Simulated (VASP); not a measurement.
Here is a VASP 6.6.1 calculation.

File INCAR:

```
SYSTEM = Ni
PREC = Accurate ; ENCUT = 520
EDIFF = 1E-6 ; ISMEAR = -1
SIGMA = 0.05 ; LREAL = .False.
LASPH = .True. ; NELM = 60
ALGO = Normal ; ISIF = 2
LWAVE = .False. ; LCHARG = .False.
GGA = PS ; NBANDS = 11
```

File KPOINTS:

```
regular mesh
0
Gamma
  13 13 13
  0 0 0
```

POSCAR

```
Ni
1.0
   -1.3837154700      1.3837154700      1.3837154700
    1.3837154700     -1.3837154700      1.3837154700
    1.3837154700      1.3837154700     -1.3837154700
Ni
1
Direct
    0.0000000000      0.0000000000      0.0000000000
```

Potentials or basis: VASP PAW PBE potentials, release 64 (Ni).

The run is started by

```sh
$ cat potpaw_PBE.64/Ni/POTCAR > POTCAR
$ mpirun -np 1 vasp_std > vasp.out
```

Q: Predict the band gap on the k mesh.

A: Zero (band 5 reaches 9.72 eV, above the bottom of band 6 at 8.73 eV).

Q: Estimate the pressure.

A: -4.3 GPa.

Caveat: the PAW data sets were made with another functional, which shifts forces and pressure a little; the run has no spin polarisation, though such a crystal can be magnetic. Spin polarisation is off, so any magnetic state and its effect on volume and gap are missing.
